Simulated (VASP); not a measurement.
# BN (P6_3/mmc) in VASP: notebook, part 2 of 2

VASP 6.6.1. The steps go on from the part before.

**5. Single point, r2SCAN**

POSCAR

```
BN
1.0
    2.5008381595      0.0000000000      0.0000000000
   -1.2504190798      2.1657893769      0.0000000000
    0.0000000000      0.0000000000      6.8931474372
B N
2 2
Direct
    0.3333333333      0.6666666667      0.2500000000
    0.6666666667      0.3333333333      0.7500000000
    0.6666666667      0.3333333333      0.2500000000
    0.3333333333      0.6666666667      0.7500000000
```

INCAR.step1

```
PREC = Accurate ; ENCUT = 520
ISMEAR = 1 ; SIGMA = 0.001
LREAL = False ; LASPH = True
NELM = 60 ; NBANDS = 16
GGA = PE ; ALGO = Normal
EDIFF = 1E-4 ; LWAVE = True
LCHARG = False
```

INCAR.step2

```
PREC = Accurate ; ENCUT = 520
EDIFF = 1E-7 ; ISMEAR = 1
SIGMA = 0.001 ; LREAL = False
LASPH = True ; NELM = 60
ALGO = Normal ; ISIF = 2
LWAVE = False ; LCHARG = False
METAGGA = R2SCAN ; LMIXTAU = True
NBANDS = 16 ; ISTART = 1
```

KPOINTS

```
Automatic mesh
0
Gamma
  9 9 4
```

Potentials or basis: VASP PAW PBE potentials, release 64 (B, N).

Command:

```
> cat potpaw_PBE.64/B/POTCAR potpaw_PBE.64/N/POTCAR > POTCAR
> cp INCAR.step1 INCAR
> mpirun -np 1 vasp_std > vasp.out
> cp INCAR.step2 INCAR
> mpirun -np 1 vasp_std > vasp.out
```

OUTCAR:

```text
PREC = Accurate
   ENCUT = 520
   EDIFF = 1E-7
   ISMEAR = 1
   LREAL = False
   LASPH = True
   NELM = 60
   ISIF = 2
   METAGGA = R2SCAN
   ISTART = 1

 ion  position               nearest neighbor table
   1  0.333  0.667  0.250-   3 1.44   3 1.44   3 1.44
   2  0.667  0.333  0.750-   4 1.44   4 1.44   4 1.44
   3  0.667  0.333  0.250-   1 1.44   1 1.44   1 1.44
   4  0.333  0.667  0.750-   2 1.44   2 1.44   2 1.44

  LATTYP: Found a hexagonal cell.
 ALAT       =     2.5008381595
 C/A-ratio  =     2.7563348756

  Lattice vectors:

 A1 = (   2.5008381595,   0.0000000000,   0.0000000000)
 A2 = (  -1.2504190798,   2.1657893769,   0.0000000000)
 A3 = (   0.0000000000,   0.0000000000,   6.8931474372)

Analysis of symmetry for initial positions (statically):
=====================================================================
 Subroutine PRICEL returns:
 Original cell was already a primitive cell.

 Routine SETGRP: Setting up the symmetry group for a
 hexagonal supercell.

 Subroutine GETGRP returns: Found 24 space group operations
 (whereof 12 operations were pure point group operations)
 out of a pool of 24 trial point group operations.

The static configuration has the point symmetry D_3d.
 The point group associated with its full space group is D_6h.

Analysis of symmetry for dynamics (positions and initial velocities):
=====================================================================
 Subroutine PRICEL returns:
 Original cell was already a primitive cell.

 Routine SETGRP: Setting up the symmetry group for a
 hexagonal supercell.

 Subroutine GETGRP returns: Found 24 space group operations
 (whereof 12 operations were pure point group operations)
 out of a pool of 24 trial point group operations.

The dynamic configuration has the point symmetry D_3d.
[... 117 lines left out ...]
   EMIN   =  10.00;   EMAX   =-10.00  energy-range for DOS
   EFERMI =   0.00;   METHOD = LEGACY
   ISMEAR =     1;   SIGMA  =   0.00  broadening in eV -4-tet -1-fermi 0-gaus
   EFERMI_NEDOS =   21; number of points for ismear=-14 and -15
   IALGO  =     38    algorithm
   IMIX   =      4    mixing-type and parameters
     AMIX     =   0.40;   BMIX     =  1.00
     AMIX_MAG =   1.60;   BMIX_MAG =  1.00
  volume/ion in A,a.u.               =       9.33        62.99
  Fermi-wavevector in a.u.,A,eV,Ry     =   1.234265  2.332422 20.727248  1.523410
  Thomas-Fermi vector in A             =   2.368962
   LORBIT       =      0    0 simple, 1 ext, 2 COOP (PROOUT), +10 PAW based schemes
   METAGGA = R2SCAN    functional components
   LHFCALC =     F    Hartree Fock is set to
   AEXX    =    0.0000 exact exchange contribution
   IVDW    =     0    specifies the selected vdW correction
   LEPSILON=     F    determine dielectric tensor
   LRPA    =     F    only Hartree local field effects (RPA)
 non-spin polarized calculation
 Methfessel and Paxton  Order N= 1 SIGMA  =   0.00
  energy-cutoff  :      520.00
  volume of cell :       37.34
 maximum number of plane-waves:      1034
 NGX is ok and might be reduce to    20
   NGX =  9   NGY =  9   NGZ = 25

 number of electron      16.0000000 magnetization

 Free energy of the ion-electron system (eV)
  ---------------------------------------------------
  ext. energy  EPLUGINS =         0.00000000
  ---------------------------------------------------
  free energy    TOTEN  =       -38.59614917 eV

  energy without entropy =      -38.59614917  energy(sigma->0) =      -38.59614917

 E-fermi :   1.7431     XC(G=0): -10.4935

 val. band max:        1.7325122768   @ k =   0.3333   0.3333   0.5000
 cond. band min:       6.7966892551   @ k =   0.4444   0.1111   0.0000
 fundamental gap:      5.0641769783
 Fermi energy:         1.7431098921

 k-point     1 :       0.0000    0.0000    0.0000
  band No.  band energies     occupation
      1     -17.0508      2.00000
      2     -16.8340      2.00000
      3      -4.5076      2.00000
      4      -2.6866      2.00000
      5       0.3832      2.00000
      6       0.3832      2.00000
[... 433 lines left out ...]
      3      -6.4830      2.00000
      4      -6.3973      2.00000
      5      -5.7404      2.00000
      6      -5.7404      2.00000
[... 8 lines left out ...]
     15      19.3768      0.00000
     16      20.5142      0.00000

 [... further k-points ...]
[... 5 lines left out ...]
  --------------------------------------------------------------------------------------
  -------------------------------------------------------------------------------------
  Total        0.1696787      0.1696787     -0.0692726     -0.0000000      0.0000000      0.0000000
  in kB        7.2814599      7.2814599     -2.9727121     -0.0000000      0.0000000      0.0000000
  external PRESSURE =       3.8634026 kB  Pullay stress =       0.0000000 kB

 VOLUME and BASIS-vectors are now :
 -----------------------------------------------------------------------------
  energy-cutoff  :      520.00
  volume of cell :       37.34
      direct lattice vectors                 reciprocal lattice vectors
     2.500838160  0.000000000  0.000000000     0.399865939  0.230862708  0.000000000
    -1.250419080  2.165789377  0.000000000     0.000000000  0.461725416  0.000000000
     0.000000000  0.000000000  6.893147437     0.000000000  0.000000000  0.145071610

 POSITION                                       TOTAL-FORCE (eV/Angst)
 -----------------------------------------------------------------------------------
     -0.00000      1.44386      1.72329        -0.000000      0.000000      0.000000
      1.25042      0.72193      5.16986         0.000000     -0.000000      0.000000
      1.25042      0.72193      1.72329         0.000000     -0.000000      0.000000
     -0.00000      1.44386      5.16986        -0.000000      0.000000      0.000000
 -----------------------------------------------------------------------------------
    total drift:                               -0.000000      0.000000      0.000000

  FREE ENERGIE OF THE ION-ELECTRON SYSTEM (eV)
  ---------------------------------------------------
  free  energy   TOTEN  =       -38.5961491678 eV

  energy  without entropy=      -38.5961491678  energy(sigma->0) =      -38.59614917
```

OUTCAR.step1:

```text
PREC = Accurate
   ENCUT = 520
   ISMEAR = 1
   LREAL = False
   LASPH = True
[... 687 lines left out ...]
     -0.00000      1.44386      1.72329        -0.000000      0.000000      0.000000
      1.25042      0.72193      5.16986         0.000000      0.000000      0.000000
      1.25042      0.72193      1.72329         0.000000     -0.000000      0.000000
     -0.00000      1.44386      5.16986        -0.000000      0.000000      0.000000
 -----------------------------------------------------------------------------------
    total drift:                               -0.000000      0.000000      0.000000

  FREE ENERGIE OF THE ION-ELECTRON SYSTEM (eV)
  ---------------------------------------------------
  free  energy   TOTEN  =       -35.1707492821 eV

  energy  without entropy=      -35.1707492821  energy(sigma->0) =      -35.17074928
```

OSZICAR.step1:

```text
N       E                     dE             d eps       ncg     rms          rms(c)
DAV:   1     0.489126898948E+02    0.48913E+02   -0.79804E+03  1168   0.922E+02
DAV:   2    -0.354790455800E+02   -0.84392E+02   -0.76494E+02  1624   0.217E+02
DAV:   3    -0.387832288323E+02   -0.33042E+01   -0.32918E+01  1424   0.426E+01
DAV:   4    -0.388059979729E+02   -0.22769E-01   -0.22760E-01  1568   0.391E+00
DAV:   5    -0.388062347815E+02   -0.23681E-03   -0.23680E-03  1400   0.379E-01    0.113E+01
DAV:   6    -0.355439687090E+02    0.32623E+01   -0.52929E+00  1472   0.176E+01    0.508E+00
DAV:   7    -0.352529861112E+02    0.29098E+00   -0.58368E-01  1528   0.552E+00    0.317E+00
DAV:   8    -0.351742244662E+02    0.78762E-01   -0.24698E-01  1440   0.331E+00    0.480E-01
DAV:   9    -0.351695509989E+02    0.46735E-02   -0.16080E-02  1352   0.102E+00    0.199E-01
DAV:  10    -0.351706153522E+02   -0.10644E-02   -0.13770E-03  1280   0.286E-01    0.351E-02
DAV:  11    -0.351707348639E+02   -0.11951E-03   -0.10116E-04  1328   0.819E-02    0.247E-02
DAV:  12    -0.351707492821E+02   -0.14418E-04   -0.25935E-05   920   0.398E-02
   1 F= -.35170749E+02 E0= -.35170749E+02  d E =0.000000E+00
```

It took 65 s on 1 thread of Intel Xeon Platinum 8488C (Sapphire Rapids), shared host; peak memory 0.16 GiB.

What came out:

- Free energy: -38.5961 eV
- Pressure: 0.4 GPa
- Band gap on the k mesh: 5.06 eV, indirect (least direct gap 5.37 eV)

Caveat: the PAW data sets were made with another functional, which shifts forces and pressure a little.

**6. Single point, r2SCAN**

POSCAR is that of step 5.

INCAR.step1

```
PREC     = Accurate       # precision mode
ENCUT    = 520            # plane-wave cutoff, eV
ISMEAR   = 0              # smearing method
SIGMA    = 0.2            # smearing width, eV
LREAL    = F              # projectors in reciprocal space
LASPH    = T              # aspherical terms in the spheres
NELM     = 80             # most SCF steps
NBANDS   = 16             # bands
GGA      = PE             # functional
ALGO     = Normal         # electronic algorithm
EDIFF    = 1E-4           # SCF threshold, eV
LWAVE    = T              # write WAVECAR
LCHARG   = F              # write CHGCAR
```

INCAR.step2

```
PREC     = Accurate       # precision mode
ENCUT    = 520            # plane-wave cutoff, eV
EDIFF    = 1E-6           # SCF threshold, eV
ISMEAR   = 0              # smearing method
SIGMA    = 0.2            # smearing width, eV
LREAL    = F              # projectors in reciprocal space
LASPH    = T              # aspherical terms in the spheres
NELM     = 80             # most SCF steps
ALGO     = Normal         # electronic algorithm
ISIF     = 2              # what is computed and relaxed
LWAVE    = F              # write WAVECAR
LCHARG   = T              # write CHGCAR
METAGGA  = R2SCAN         # meta-GGA
LMIXTAU  = T            
LELF     = T              # ELF
LVHAR    = T            
NBANDS   = 16             # bands
ISTART   = 1
```

KPOINTS is that of step 5.

Potentials or basis: VASP PAW PBE potentials, release 64 (B, N).

Command:

```
> cat potpaw_PBE.64/B/POTCAR potpaw_PBE.64/N/POTCAR > POTCAR
> cp INCAR.step1 INCAR
> mpirun -np 1 vasp_std > vasp.out
> cp INCAR.step2 INCAR
> mpirun -np 1 vasp_std > vasp.out
```

Run time: 83 s. Hardware: 1 thread of Intel Xeon Platinum 8488C (Sapphire Rapids), shared host; peak memory 0.16 GiB.

Results (log left out):

```yaml
Free_energy: -38.5961 eV
Pressure: 0.4 GPa
Band_gap_on_the_k_mesh: 5.06 eV, indirect (least direct gap 5.37 eV)
```

Stress tensor (GPa, compression positive):
```
 0.73  0.00  0.00
 0.00  0.73  0.00
 0.00  0.00 -0.30
```

Levels at points of the mesh, in eV from the valence-band top:
```csv
k point,band 6,band 7,band 8,band 9,band 10,band 11
"(0.00, 0.00, 0.00)",-1.35,-1.32,-1.32,5.38,10.57,12.34
"(0.00, 0.00, 0.50)",-1.34,-1.34,-1.34,7.67,7.67,12.39
```

Caveat: the PAW data sets were made with another functional, which shifts forces and pressure a little.

**7. Summary**

| level | k mesh | smearing | gap on the mesh (eV) | pressure (GPa) |
| --- | --- | --- | --- | --- |
| r2SCAN | 4 × 4 × 4 | gaussian 0.01 eV | 5.45 | 0.3 |
| PBEsol | 9 × 9 × 4 | gaussian 0.01 eV | 4.35 | 1.4 |
| r2SCAN | 9 × 9 × 4 | gaussian 0.01 eV | 5.06 | 0.4 |
| r2SCAN | 9 × 9 × 4 | methfessel-paxton 0.001 eV | 5.06 | 0.4 |
| r2SCAN | 9 × 9 × 4 | gaussian 0.2 eV | 5.06 | 0.4 |

Alike in all rows: task single point; potentials or basis VASP PAW PBE potentials, release 64 (B, N); no spin polarisation; cell as given; cutoff (eV) 520.

Caveats: some runs use coarse meshes; the PAW data sets were made with another functional, which shifts forces and pressure a little; this functional lacks dispersion, which binds the layers, so the pressure and a relaxed spacing across them are unreliable (some runs).

Total energies depend on the potentials used, so only differences within one code and one set of settings carry meaning.
